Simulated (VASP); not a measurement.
# CuO (Cccm) in VASP: settings compared

CuO is run at these levels: PBE, LDA, PBEsol; tasks: single point.

All numbers are computed with VASP 6.6.1; they aren't measurements. Logs are shortened: lines on timing, memory, paths and dates and some standing lists are left out, and cuts for length are marked.

## (1) The cell of the first run

The structure is orthorhombic, space group Cccm (No. 66). The conventional cell has a = 4.166 Å, b = 4.177 Å, c = 5.149 Å, α = 90.00°, β = 90.00°, γ = 90.00°. Cu (site symmetry 2/m) has 4 O at 1.96 Å within 2.6 Å. Within 2.6 Å of O (site symmetry 222) lie 4 Cu at 1.96 Å and 2 O at 2.57 Å.

## (2) Single point, PBE

Input file INCAR:

```
PREC     = Accurate       # precision mode
ENCUT    = 700            # plane-wave cutoff, eV
EDIFF    = 1E-6           # SCF threshold, eV
ISMEAR   = -1             # smearing method
SIGMA    = 0.05           # smearing width, eV
LREAL    = False          # projectors in reciprocal space
LASPH    = True           # aspherical terms in the spheres
NELM     = 120            # most SCF steps
ALGO     = Normal         # electronic algorithm
ISIF     = 2              # what is computed and relaxed
LWAVE    = False          # write WAVECAR
LCHARG   = True           # write CHGCAR
GGA      = PE             # functional
LELF     = True           # ELF
LVHAR    = True         
NBANDS   = 33             # bands
GGA_COMPAT= False
```

Input file KPOINTS:

```
Automatic mesh
0
Gamma
  9 9 5
```

Input file POSCAR:

```
CuO
1.0
    2.0831679093     -2.0886204274      0.0000000000
    2.0831679093      2.0886204274      0.0000000000
    0.0000000000      0.0000000000      5.1485269482
Cu O
2 2
Direct
    0.5000000000      0.0000000000      0.0000000000
    0.0000000000      0.5000000000      0.5000000000
    0.5000000000      0.5000000000      0.2500000000
    0.5000000000      0.5000000000      0.7500000000
```

Potentials or basis: VASP PAW PBE potentials, release 64 (Cu_sv_GW, O).

Command:

```console
cat potpaw_PBE.64/Cu_sv_GW/POTCAR potpaw_PBE.64/O/POTCAR > POTCAR
mpirun -np 1 vasp_std > vasp.out
```

OUTCAR:

```text
PREC = Accurate
   ENCUT = 700
   EDIFF = 1E-6
   ISMEAR = -1
   LREAL = False
   LASPH = True
   NELM = 120
   ISIF = 2
   GGA = PE

 ion  position               nearest neighbor table
   1  0.500  0.000  0.000-   3 1.96   4 1.96   3 1.96   4 1.96
   2  0.000  0.500  0.500-   3 1.96   4 1.96   3 1.96   4 1.96
   3  0.500  0.500  0.250-   1 1.96   2 1.96   1 1.96   2 1.96
   4  0.500  0.500  0.750-   1 1.96   2 1.96   1 1.96   2 1.96

  LATTYP: Found a base centered orthorhombic cell.
 ALAT       =     4.1663358186
 B/A-ratio  =     1.0026174165
 C/A-ratio  =     1.2357445901

  Lattice vectors:

 A1 = (   2.0831679093,  -2.0886204274,   0.0000000000)
 A2 = (   2.0831679093,   2.0886204274,   0.0000000000)
 A3 = (   0.0000000000,   0.0000000000,   5.1485269482)

Analysis of symmetry for initial positions (statically):
=====================================================================
 Subroutine PRICEL returns:
 Original cell was already a primitive cell.

 Routine SETGRP: Setting up the symmetry group for a
 base centered orthorhombic supercell.

 Subroutine GETGRP returns: Found  8 space group operations
 (whereof  4 operations were pure point group operations)
 out of a pool of  8 trial point group operations.

The static configuration has the point symmetry C_2h.
 The point group associated with its full space group is D_2h.

Analysis of symmetry for dynamics (positions and initial velocities):
=====================================================================
 Subroutine PRICEL returns:
 Original cell was already a primitive cell.

 Routine SETGRP: Setting up the symmetry group for a
 base centered orthorhombic supercell.

 Subroutine GETGRP returns: Found  8 space group operations
 (whereof  4 operations were pure point group operations)
 out of a pool of  8 trial point group operations.

The dynamic configuration has the point symmetry C_2h.
 The point group associated with its full space group is D_2h.

 Subroutine INISYM returns: Found  8 space group operations
 (whereof  4 operations are pure point group operations),
 and found     1 'primitive' translations

----------------------------------------------------------------------------------------

                                     Primitive cell

  volume of cell :      44.8019

  direct lattice vectors                    reciprocal lattice vectors
     2.083167909 -2.088620427  0.000000000     0.240019058 -0.239392469  0.000000000
     2.083167909  2.088620427  0.000000000     0.240019058  0.239392469  0.000000000
     0.000000000  0.000000000  5.148526948     0.000000000  0.000000000  0.194230313

  length of vectors
     2.949902342  2.949902342  5.148526948     0.338995431  0.338995431  0.194230313

  position of ions in fractional coordinates (direct lattice)
     0.500000000  0.000000000  0.000000000
     0.000000000  0.500000000  0.500000000
     0.500000000  0.500000000  0.250000000
     0.500000000  0.500000000  0.750000000

  ion indices of the primitive-cell ions
   primitive index   ion index
                 1           1
                 2           2
                 3           3
                 4           4

----------------------------------------------------------------------------------------

 KPOINTS: Automatic mesh

Automatic generation of k-mesh.
 Grid dimensions read from file:
 generate k-points for:    9    9    5

 Generating k-lattice:

  Cartesian coordinates                     Fractional coordinates (reciprocal lattice)
     0.026668784 -0.026599163  0.000000000     0.111111111  0.000000000  0.000000000
     0.026668784  0.026599163  0.000000000     0.000000000  0.111111111  0.000000000
     0.000000000  0.000000000  0.038846063     0.000000000  0.000000000  0.200000000

  Length of vectors
     0.037666159  0.037666159  0.038846063

  Shift w.r.t. Gamma in fractional coordinates (k-lattice)
     0.000000000  0.000000000  0.000000000

 Subroutine IBZKPT returns following result:
 ===========================================

 Found     75 irreducible k-points:

 Following reciprocal coordinates:
            Coordinates               Weight
  0.000000  0.000000  0.000000      1.000000
  0.111111 -0.000000  0.000000      4.000000
  0.222222 -0.000000  0.000000      4.000000
  0.333333  0.000000  0.000000      4.000000
  0.444444 -0.000000  0.000000      4.000000
  0.111111  0.111111  0.000000      2.000000
[... 16 lines left out ...]
 -0.333333  0.333333  0.000000      2.000000
  0.444444  0.444444  0.000000      2.000000
 [... further k-points ...]
   k-points           NKPTS =     75   k-points in BZ     NKDIM =     75   number of bands    NBANDS=     33
   number of dos      NEDOS =    301   number of ions     NIONS =      4
   total plane-waves  NPLWV =  37632
   dimension x,y,z NGX =    28 NGY =   28 NGZ =   48
   dimension x,y,z NGXF=    56 NGYF=   56 NGZF=   96
   ions per type =               2   2
   NGX,Y,Z   is equivalent  to a cutoff of  15.78, 15.78, 15.50 a.u.
   NGXF,Y,Z  is equivalent  to a cutoff of  31.56, 31.56, 31.00 a.u.
 SYSTEM =  unknown system
   PREC   = accura    normal or accurate (medium, high low for compatibility)
   ISTART =      0    job   : 0-new  1-cont  2-samecut
   ICHARG =      2    charge: 1-file 2-atom 10-const
   ISPIN  =      1    spin polarized calculation?
   LNONCOLLINEAR =      F non collinear calculations
   LSORBIT =      F    spin-orbit coupling
   LASPH  =      T    aspherical Exc in radial PAW
   ENCUT  =  700.0 eV  51.45 Ry    7.17 a.u.   6.36  6.36 11.11*2*pi/ulx,y,z
   NELM   =    120;   NELMIN=  2; NELMDL= -5     # of ELM steps
   EDIFF  = 0.1E-05   stopping-criterion for ELM
   LREAL  =      F    real-space projection
   EDIFFG = 0.1E-04   stopping-criterion for IOM
   NSW    =      0    number of steps for IOM
   IBRION =     -1    ionic relax: 0-MD 1-quasi-New 2-CG
   NFREE  =      0    steps in history (QN), initial steepest desc. (CG)
   ISIF   =      2    stress and relaxation
   ISYM   =      2    0-nonsym 1-usesym 2-fastsym
   POTIM  = 0.5000    time-step for ionic-motion
   TEBEG  =    0.0;   TEEND  =   0.0 temperature during run
   PSTRESS=    0.0 pullay stress
   NELECT =      50.0000    total number of electrons
   NUPDOWN=      -1.0000    fix difference up-down
   EMIN   =  10.00;   EMAX   =-10.00  energy-range for DOS
   EFERMI =   0.00;   METHOD = LEGACY
   ISMEAR =    -1;   SIGMA  =   0.05  broadening in eV -4-tet -1-fermi 0-gaus
   EFERMI_NEDOS =   21; number of points for ismear=-14 and -15
   IALGO  =     38    algorithm
   IMIX   =      4    mixing-type and parameters
     AMIX     =   0.40;   BMIX     =  1.00
     AMIX_MAG =   1.60;   BMIX_MAG =  1.00
  volume/ion in A,a.u.               =      11.20        75.58
  Fermi-wavevector in a.u.,A,eV,Ry     =   1.698110  3.208963 39.233470  2.883579
  Thomas-Fermi vector in A             =   2.778669
   LORBIT       =      0    0 simple, 1 ext, 2 COOP (PROOUT), +10 PAW based schemes
   GGA     = PE    functional components
   LHFCALC =     F    Hartree Fock is set to
   AEXX    =    0.0000 exact exchange contribution
   IVDW    =     0    specifies the selected vdW correction
   LEPSILON=     F    determine dielectric tensor
   LRPA    =     F    only Hartree local field effects (RPA)
 non-spin polarized calculation
  energy-cutoff  :      700.00
  volume of cell :       44.80
 maximum number of plane-waves:      1897
 NGX is ok and might be reduce to    28
   NGX = 13   NGY = 13   NGZ = 23

 number of electron      49.9999972 magnetization

 Free energy of the ion-electron system (eV)
  ---------------------------------------------------
  ext. energy  EPLUGINS =         0.00000000
  ---------------------------------------------------
  free energy    TOTEN  =       -19.90351276 eV

  energy without entropy =      -19.88430807  energy(sigma->0) =      -19.89391041

 E-fermi :   4.7780     XC(G=0): -11.5941

 val. band max:        4.7365552020   @ k =   0.1111   0.1111   0.4000
 cond. band min:       4.8034434475   @ k =   0.4444  -0.0000   0.2000
 fundamental gap:      0.0668882455
 Fermi energy:         4.7779943545

 k-point     1 :       0.0000    0.0000    0.0000
  band No.  band energies     occupation
      1    -107.8961      2.00000
      2    -107.8960      2.00000
      3     -65.3958      2.00000
      4     -65.3958      2.00000
      5     -65.3629      2.00000
      6     -65.3566      2.00000
[... 25 lines left out ...]
     32      19.1379      0.00000
     33      19.5087      0.00000

 k-point     2 :       0.1111   -0.0000    0.0000
  band No.  band energies     occupation
      1    -107.8966      2.00000
      2    -107.8960      2.00000
      3     -65.3974      2.00000
      4     -65.3959      2.00000
      5     -65.3627      2.00000
      6     -65.3575      2.00000
[... 25 lines left out ...]
     32      19.3275      0.00000
     33      19.5712      0.00000

 k-point     3 :       0.2222   -0.0000    0.0000
  band No.  band energies     occupation
      1    -107.8964      2.00000
      2    -107.8963      2.00000
      3     -65.4008      2.00000
      4     -65.3959      2.00000
      5     -65.3623      2.00000
      6     -65.3577      2.00000
[... 25 lines left out ...]
     32      19.3574      0.00000
     33      19.6269      0.00000

 k-point     4 :       0.3333    0.0000    0.0000
  band No.  band energies     occupation
      1    -107.8964      2.00000
      2    -107.8955      2.00000
      3     -65.4040      2.00000
      4     -65.3957      2.00000
      5     -65.3614      2.00000
      6     -65.3576      2.00000
[... 673 lines left out ...]
     32      16.2203      0.00000
     33      17.5436      0.00000

 k-point    23 :      -0.3333    0.3333    0.0000
  band No.  band energies     occupation
      1    -107.8958      2.00000
      2    -107.8952      2.00000
      3     -65.4042      2.00000
      4     -65.4024      2.00000
      5     -65.3602      2.00000
      6     -65.3581      2.00000
[... 25 lines left out ...]
     32      16.1566      0.00000
     33      18.5245      0.00000

 k-point    24 :       0.4444    0.4444    0.0000
  band No.  band energies     occupation
      1    -107.8952      2.00000
      2    -107.8951      2.00000
      3     -65.4070      2.00000
      4     -65.4039      2.00000
      5     -65.3587      2.00000
      6     -65.3585      2.00000
[... 25 lines left out ...]
     32      15.8213      0.00000
     33      16.5513      0.00000

 [... further k-points ...]

------------------------ aborting loop because EDIFF is reached ----------------------------------------

  FORCE on cell =-STRESS in cart. coord.  units (eV):
  Direction    XX          YY          ZZ          XY          YZ          ZX
  --------------------------------------------------------------------------------------
  -------------------------------------------------------------------------------------
  Total       -0.7280917     -0.7390894     -0.7177780      0.0000000      0.0000000      0.0000000
  in kB      -26.0375354    -26.4308294    -25.6687042      0.0000000      0.0000000      0.0000000
  external PRESSURE =     -26.0456897 kB  Pullay stress =       0.0000000 kB

 VOLUME and BASIS-vectors are now :
 -----------------------------------------------------------------------------
  energy-cutoff  :      700.00
  volume of cell :       44.80
      direct lattice vectors                 reciprocal lattice vectors
     2.083167909 -2.088620427  0.000000000     0.240019058 -0.239392469  0.000000000
     2.083167909  2.088620427  0.000000000     0.240019058  0.239392469  0.000000000
     0.000000000  0.000000000  5.148526948     0.000000000  0.000000000  0.194230313

 POSITION                                       TOTAL-FORCE (eV/Angst)
 -----------------------------------------------------------------------------------
      1.04158     -1.04431      0.00000         0.000000      0.000000      0.000000
      1.04158      1.04431      2.57426         0.000000      0.000000      0.000000
      2.08317      0.00000      1.28713         0.000000     -0.000000      0.000000
      2.08317      0.00000      3.86140         0.000000     -0.000000      0.000000
 -----------------------------------------------------------------------------------
    total drift:                                0.000000      0.000000     -0.000000

  FREE ENERGIE OF THE ION-ELECTRON SYSTEM (eV)
  ---------------------------------------------------
  free  energy   TOTEN  =       -19.9035127628 eV

  energy  without entropy=      -19.8843080661  energy(sigma->0) =      -19.89391041
```

Run time: 3.2 min. Hardware: 1 thread of Intel Xeon Platinum 8375C at 2.90GHz (Ice Lake), shared host; peak memory 0.3 GiB.

What came out:

```yaml
Free_energy: -19.9035 eV
Pressure: -2.6 GPa
Band_gap_on_the_k_mesh: zero (band 25 reaches 5.47 eV, above the bottom of band 26 at 4.54 eV)
```

Levels at points of the mesh, in eV from the Fermi level:
```tsv
k point	band 22	band 23	band 24	band 25	band 26	band 27	band 28	band 29
(0.00, 0.00, 0.00)	-2.33	-2.24	-1.86	0.69	0.69	1.36	6.04	7.23
```

Caveat: semilocal functionals often make such compounds metallic where correlation or magnetic order opens a gap, which also shifts bond lengths.

(Continued in part 2 of 2.)
